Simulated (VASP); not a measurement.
# Si2C (Fm-3m) in VASP: a series of runs, part 3 of 3

VASP 6.6.1. The steps go on from the part before.

### Step 4. Relaxation of cell and atoms, PBE

This run uses another cell than the first one, of 14.25 Å³/atom.

Contents of INCAR:

```
SYSTEM = Si2C
ALGO     = Normal         ! electronic algorithm
EDIFF    = 1E-6           ! SCF threshold, eV
EDIFFG   = -0.04          ! ionic threshold
ENCUT    = 600            ! plane-wave cutoff, eV
GGA      = PE             ! functional
IBRION   = 2              ! ionic algorithm
ISIF     = 3              ! what is computed and relaxed
ISMEAR   = 0              ! smearing method
LASPH    = .TRUE.         ! aspherical terms in the spheres
LCHARG   = .FALSE.        ! write CHGCAR
LREAL    = .FALSE.        ! projectors in reciprocal space
LWAVE    = .FALSE.        ! write WAVECAR
NELM     = 100            ! most SCF steps
NSW      = 90             ! ionic steps
PREC     = Accurate       ! precision mode
SIGMA    = 0.1            ! smearing width, eV
```

Contents of KPOINTS:

```
k-points
0
G
  6 6 6
  0 0 0
```

Contents of POSCAR:

```
Si2C
1.0
    0.0000000000      2.7754637500      2.7754637500
    2.7754637500      0.0000000000      2.7754637500
    2.7754637500      2.7754637500      0.0000000000
Si C
2 1
Direct
    0.2500000000      0.2500000000      0.2500000000
    0.7500000000      0.7500000000      0.7500000000
    0.5000000000      0.5000000000      0.5000000000
```

Potentials or basis: VASP PAW PBE potentials, release 64 (Si, C).

On the command line:

```sh
$ cat potpaw_PBE.64/Si/POTCAR potpaw_PBE.64/C/POTCAR > POTCAR
$ mpirun -np 1 vasp_std > vasp.out
```

OUTCAR:

```text
SYSTEM = Si2C
   EDIFF = 1E-6
   EDIFFG = -0.04
   ENCUT = 600
   GGA = PE
   IBRION = 2
   ISIF = 3
   ISMEAR = 0
   LASPH = .TRUE.
   LREAL = .FALSE.
   NELM = 100
   NSW = 90
   PREC = Accurate

 ion  position               nearest neighbor table
   1  0.250  0.250  0.250-   3 2.40   3 2.40   3 2.40   3 2.40   2 2.78   2 2.78   2 2.78   2 2.78
                             2 2.78   2 2.78
   2  0.750  0.750  0.750-   3 2.40   3 2.40   3 2.40   3 2.40   1 2.78   1 2.78   1 2.78   1 2.78
                             1 2.78   1 2.78
   3  0.500  0.500  0.500-   1 2.40   1 2.40   1 2.40   1 2.40   2 2.40   2 2.40   2 2.40   2 2.40

  LATTYP: Found a face centered cubic cell.
 ALAT       =     5.5509275000

  Lattice vectors:

 A1 = (   0.0000000000,   2.7754637500,   2.7754637500)
 A2 = (   2.7754637500,   0.0000000000,   2.7754637500)
 A3 = (   2.7754637500,   2.7754637500,   0.0000000000)

Analysis of symmetry for initial positions (statically):
=====================================================================
 Subroutine PRICEL returns:
 Original cell was already a primitive cell.

 Routine SETGRP: Setting up the symmetry group for a
 face centered cubic supercell.

 Subroutine GETGRP returns: Found 48 space group operations
 (whereof 48 operations were pure point group operations)
 out of a pool of 48 trial point group operations.

The static configuration has the point symmetry O_h .

Analysis of symmetry for dynamics (positions and initial velocities):
=====================================================================
 Subroutine PRICEL returns:
 Original cell was already a primitive cell.

 Routine SETGRP: Setting up the symmetry group for a
 face centered cubic supercell.

 Subroutine GETGRP returns: Found 48 space group operations
 (whereof 48 operations were pure point group operations)
 out of a pool of 48 trial point group operations.

The dynamic configuration has the point symmetry O_h .

 Subroutine INISYM returns: Found 48 space group operations
 (whereof 48 operations are pure point group operations),
[... 101 lines left out ...]
   NUPDOWN=      -1.0000    fix difference up-down
   EMIN   =  10.00;   EMAX   =-10.00  energy-range for DOS
   EFERMI =   0.00;   METHOD = LEGACY
   ISMEAR =     0;   SIGMA  =   0.10  broadening in eV -4-tet -1-fermi 0-gaus
   EFERMI_NEDOS =   21; number of points for ismear=-14 and -15
   IALGO  =     38    algorithm
   IMIX   =      4    mixing-type and parameters
     AMIX     =   0.40;   BMIX     =  1.00
     AMIX_MAG =   1.60;   BMIX_MAG =  1.00
  volume/ion in A,a.u.               =      14.25        96.19
  Fermi-wavevector in a.u.,A,eV,Ry     =   1.071823  2.025452 15.630431  1.148804
  Thomas-Fermi vector in A             =   2.207575
   LORBIT       =      0    0 simple, 1 ext, 2 COOP (PROOUT), +10 PAW based schemes
   GGA     = PE    functional components
   LHFCALC =     F    Hartree Fock is set to
   AEXX    =    0.0000 exact exchange contribution
   IVDW    =     0    specifies the selected vdW correction
   LEPSILON=     F    determine dielectric tensor
   LRPA    =     F    only Hartree local field effects (RPA)
 conjugate gradient relaxation of ions
 non-spin polarized calculation
 Gauss-broadening in eV      SIGMA  =   0.10
  energy-cutoff  :      600.00
  volume of cell :       42.76
 maximum number of plane-waves:      1458
   NGX = 15   NGY = 15   NGZ = 15

--------------------------------------- Ionic step        1  -------------------------------------------

 number of electron      12.0000001 magnetization

 Free energy of the ion-electron system (eV)
  ---------------------------------------------------
  ext. energy  EPLUGINS =         0.00000000
  ---------------------------------------------------
  free energy    TOTEN  =       -15.35761207 eV

  energy without entropy =      -15.35329692  energy(sigma->0) =      -15.35545449

------------------------ aborting loop because EDIFF is reached ----------------------------------------

  FORCE on cell =-STRESS in cart. coord.  units (eV):
  Direction    XX          YY          ZZ          XY          YZ          ZX
  --------------------------------------------------------------------------------------
  -------------------------------------------------------------------------------------
  Total       -1.9231687     -1.9231687     -1.9231687      0.0000000     -0.0000000      0.0000000
  in kB      -72.0595085    -72.0595085    -72.0595085      0.0000000     -0.0000000      0.0000000
  external PRESSURE =     -72.0595085 kB  Pullay stress =       0.0000000 kB
[... 61 lines left out ...]
--------------------------------------- Ionic step        3  -------------------------------------------

 number of electron      12.0000000 magnetization

 Free energy of the ion-electron system (eV)
  ---------------------------------------------------
  ext. energy  EPLUGINS =         0.00000000
  ---------------------------------------------------
  free energy    TOTEN  =       -15.45680756 eV

  energy without entropy =      -15.44753020  energy(sigma->0) =      -15.45216888

 E-fermi :   8.6928     XC(G=0): -11.0746

 val. band max:        8.6852067410   @ k =   0.1667   0.0000   0.0000
 cond. band min:       8.7646633410   @ k =   0.3333   0.0000   0.0000
 fundamental gap:      0.0794566000
 Fermi energy:         8.6927796321

 k-point     1 :       0.0000    0.0000    0.0000
  band No.  band energies     occupation
      1      -6.6648      2.00000
      2       5.7427      2.00000
      3       5.7857      2.00000
      4       5.7857      2.00000
      5       5.7857      2.00000
      6       7.9272      2.00000
      7       7.9272      2.00000
      8       7.9272      2.00000
      9       9.3508      0.00000
     10      14.1597      0.00000
[... 223 lines left out ...]
  FREE ENERGIE OF THE ION-ELECTRON SYSTEM (eV)
  ---------------------------------------------------
  free  energy   TOTEN  =       -15.4568075591 eV

  energy  without entropy=      -15.4475302020  energy(sigma->0) =      -15.45216888

 reached required accuracy - stopping structural energy minimisation
```

OSZICAR:

```text
N       E                     dE             d eps       ncg     rms          rms(c)
DAV:   1     0.227966990440E+02    0.22797E+02   -0.59531E+03   320   0.117E+03
DAV:   2    -0.139077847660E+02   -0.36704E+02   -0.35383E+02   446   0.144E+02
DAV:   3    -0.158593176640E+02   -0.19515E+01   -0.19141E+01   432   0.317E+01
[... 21 lines left out ...]
DAV:   1    -0.154579684733E+02   -0.19985E-02   -0.34378E-02   326   0.135E+00    0.220E-01
DAV:   2    -0.154570067532E+02    0.96172E-03   -0.36804E-03   372   0.383E-01    0.800E-02
DAV:   3    -0.154568708565E+02    0.13590E-03   -0.26776E-04   372   0.127E-01    0.444E-02
DAV:   4    -0.154568079283E+02    0.62928E-04   -0.11288E-04   348   0.624E-02    0.135E-02
DAV:   5    -0.154568075591E+02    0.36923E-06   -0.24549E-06   288   0.127E-02
   3 F= -.15456808E+02 E0= -.15452169E+02  d E =-.991955E-01
```

CONTCAR:

```text
Si2C
   1.00000000000000
     0.0000000000000000    2.6816126643925449    2.6816126643925449
     2.6816126643925449    0.0000000000000000    2.6816126643925449
     2.6816126643925449    2.6816126643925449   -0.0000000000000000
  Si              C
     2     1
Direct
     0.2500000000000000    0.2500000000000000    0.2500000000000000
     0.7500000000000000    0.7500000000000000    0.7500000000000000
     0.5000000000000000    0.5000000000000000    0.5000000000000000

  0.00000000E+00  0.00000000E+00  0.00000000E+00
  0.00000000E+00  0.00000000E+00  0.00000000E+00
  0.00000000E+00  0.00000000E+00  0.00000000E+00
```

Wall time 15 s (1 thread of Intel Xeon Platinum 8488C (Sapphire Rapids), shared host); peak memory 0.17 GiB.

What came out:

* Free energy: -15.4568 eV
* Relaxed volume: 12.86 Å³/atom
* Relaxed cell: a = 3.792 Å, b = 3.792 Å, c = 3.792 Å, α = 60.00°, β = 60.00°, γ = 60.00°
* Space group after relaxing (to 0.1 Å): Fm-3m (No. 225)
* Energy gained by relaxing: 33.1 meV/atom
* Ionic steps: 3
* Pressure after relaxing: -0.1 GPa
* Band gap on the k mesh: zero (bands 6 and 7 overlap by 2.48 eV)

Step by step:
```csv
step,energy change (eV),largest force (eV/Å),pressure (GPa),volume (Å³)
1,0.0000,0.0000,-7.21,42.76
2,-0.0984,0.0000,-0.71,38.91
3,-0.0992,0.0000,-0.08,38.57
```

Final structure:
```
CELL_PARAMETERS angstrom
0.00000 2.68161 2.68161
2.68161 0.00000 2.68161
2.68161 2.68161 0.00000
ATOMIC_POSITIONS crystal
Si 0.25000 0.25000 0.25000
Si 0.75000 0.75000 0.75000
C 0.50000 0.50000 0.50000
```

### Step 5. Single point, PBE, collinear spin

Contents of INCAR:

```
PREC = Accurate ; ENCUT = 520
EDIFF = 1E-7 ; ISMEAR = 0
SIGMA = 0.1 ; LREAL = False
LASPH = True ; NELM = 150
ALGO = Normal ; ISIF = 2
LWAVE = False ; LCHARG = False
ISPIN = 2 ; MAGMOM = 0 0 1
LORBIT = 11 ; GGA = PE
NBANDS = 17
```

Contents of KPOINTS:

```
Automatic mesh
0
Gamma
  6 6 6
```

Contents of POSCAR:

```
Si2C
1.0
    0.0000000000      2.6815157753      2.6815157753
    2.6815157753      0.0000000000      2.6815157753
    2.6815157753      2.6815157753      0.0000000000
Si C
2 1
Direct
    0.2500000000      0.2500000000      0.2500000000
    0.7500000000      0.7500000000      0.7500000000
    0.5000000000      0.5000000000      0.5000000000
```

Potentials or basis: VASP PAW PBE potentials, release 64 (Si, C).

On the command line:

```sh
$ cat potpaw_PBE.64/Si/POTCAR potpaw_PBE.64/C/POTCAR > POTCAR
$ mpirun -np 1 vasp_std > vasp.out
```

OUTCAR:

```text
PREC = Accurate
   ENCUT = 520
   EDIFF = 1E-7
   ISMEAR = 0
   LREAL = False
   LASPH = True
   NELM = 150
   ISIF = 2
   ISPIN = 2
   LORBIT = 11
   GGA = PE

 ion  position               nearest neighbor table
   1  0.250  0.250  0.250-   3 2.32   3 2.32   3 2.32   3 2.32   2 2.68   2 2.68   2 2.68   2 2.68
                             2 2.68   2 2.68
   2  0.750  0.750  0.750-   3 2.32   3 2.32   3 2.32   3 2.32   1 2.68   1 2.68   1 2.68   1 2.68
                             1 2.68   1 2.68
   3  0.500  0.500  0.500-   1 2.32   1 2.32   1 2.32   1 2.32   2 2.32   2 2.32   2 2.32   2 2.32

[... 856 lines left out ...]
  energy-cutoff  :      520.00
  volume of cell :       38.56
      direct lattice vectors                 reciprocal lattice vectors
     0.000000000  2.681515775  2.681515775    -0.186461704  0.186461704  0.186461704
     2.681515775  0.000000000  2.681515775     0.186461704 -0.186461704  0.186461704
     2.681515775  2.681515775  0.000000000     0.186461704  0.186461704 -0.186461704

 POSITION                                       TOTAL-FORCE (eV/Angst)
 -----------------------------------------------------------------------------------
      1.34076      1.34076      1.34076         0.000000      0.000000      0.000000
      4.02227      4.02227      4.02227        -0.000000     -0.000000     -0.000000
      2.68152      2.68152      2.68152        -0.000000     -0.000000     -0.000000
 -----------------------------------------------------------------------------------
    total drift:                                0.000000      0.000000      0.000000

  FREE ENERGIE OF THE ION-ELECTRON SYSTEM (eV)
  ---------------------------------------------------
  free  energy   TOTEN  =       -15.4547037265 eV

  energy  without entropy=      -15.4454157771  energy(sigma->0) =      -15.45005975

 total charge

# of ion       s       p       d       tot
------------------------------------------
    1        0.854   0.677   0.000   1.531
    2        0.854   0.677   0.000   1.531
    3        1.002   1.189   0.000   2.192
--------------------------------------------------
tot          2.710   2.544   0.000   5.253

 magnetization (x)

# of ion       s       p       d       tot
------------------------------------------
    1       -0.000  -0.000   0.000  -0.000
    2       -0.000  -0.000   0.000  -0.000
    3       -0.000   0.000   0.000  -0.000
--------------------------------------------------
tot         -0.000  -0.000   0.000  -0.000
```

OSZICAR:

```text
N       E                     dE             d eps       ncg     rms          rms(c)
DAV:   1     0.149653034271E+02    0.14965E+02   -0.49063E+03  1088   0.586E+02
DAV:   2    -0.145644437905E+02   -0.29530E+02   -0.27621E+02  1424   0.105E+02
DAV:   3    -0.157581630291E+02   -0.11937E+01   -0.11830E+01  1357   0.174E+01
DAV:   4    -0.157640868972E+02   -0.59239E-02   -0.59224E-02  1425   0.156E+00
DAV:   5    -0.157641262805E+02   -0.39383E-04   -0.39381E-04  1354   0.121E-01    0.567E+00
DAV:   6    -0.154665450593E+02    0.29758E+00   -0.20392E+00  1234   0.591E+00    0.256E+00
DAV:   7    -0.154640309249E+02    0.25141E-02   -0.15554E-01  1241   0.181E+00    0.140E+00
DAV:   8    -0.154535758860E+02    0.10455E-01   -0.22997E-02  1238   0.804E-01    0.301E-01
DAV:   9    -0.154543903921E+02   -0.81451E-03   -0.35736E-03  1315   0.367E-01    0.134E-01
DAV:  10    -0.154546980253E+02   -0.30763E-03   -0.32681E-04  1230   0.102E-01    0.579E-02
DAV:  11    -0.154547020629E+02   -0.40376E-05   -0.21716E-05  1384   0.242E-02    0.269E-02
DAV:  12    -0.154547026211E+02   -0.55816E-06   -0.62370E-06  1328   0.161E-02    0.833E-03
DAV:  13    -0.154547037460E+02   -0.11249E-05   -0.96599E-07  1230   0.698E-03    0.152E-03
DAV:  14    -0.154547037265E+02    0.19522E-07   -0.16105E-07   977   0.200E-03
   1 F= -.15454704E+02 E0= -.15450060E+02  d E =-.928795E-02  mag=     0.0000
```

stdout:

```text
POSCAR found type information on POSCAR SiC
 POSCAR found :  2 types and       3 ions
 scaLAPACK will be used
 LDA part: xc-table for (Slater+PW92), standard interpolation
 POSCAR, INCAR and KPOINTS ok, starting setup
 FFT: planning ... GRIDC
 FFT: planning ... GRID_SOFT
 FFT: planning ... GRID
 WAVECAR not read
 entering main loop
```

Wall time 23 s (1 thread of Intel Xeon Platinum 8488C (Sapphire Rapids), shared host); peak memory 0.16 GiB.

Results:

```yaml
Free_energy: -15.4547 eV
Pressure: 0.0 GPa
Band_gap_on_the_k_mesh: zero (filled and empty bands overlap)
Net_moment: 0.00 μB per cell
Valence_electrons_inside_the_program's_atomic_spheres: Si 1.53; C 2.19
```

### Step 6. The runs side by side

```tsv
task	spin	cell	cutoff (eV)	gap on the mesh (eV)	pressure (GPa)
single point	off	a = 3.792 Å, angles 60.0°, 3 atoms	520	none	0.0
single point	off	a = 3.925 Å, angles 60.0°, 3 atoms	520	none	-7.2
relaxation of cell and atoms	off	relaxed from a = 3.925 Å, angles 60.0°, 3 atoms	600	none	-0.1
single point	collinear	a = 3.792 Å, angles 60.0°, 3 atoms	520	none	0.0
```

Alike in all rows: level PBE; potentials or basis VASP PAW PBE potentials, release 64 (Si, C); k mesh 6 × 6 × 6; smearing gaussian 0.1 eV.

Caveats: the cell stands under tension (at least some runs).

Total energies depend on the potentials used, so only differences within one code and one set of settings carry meaning.
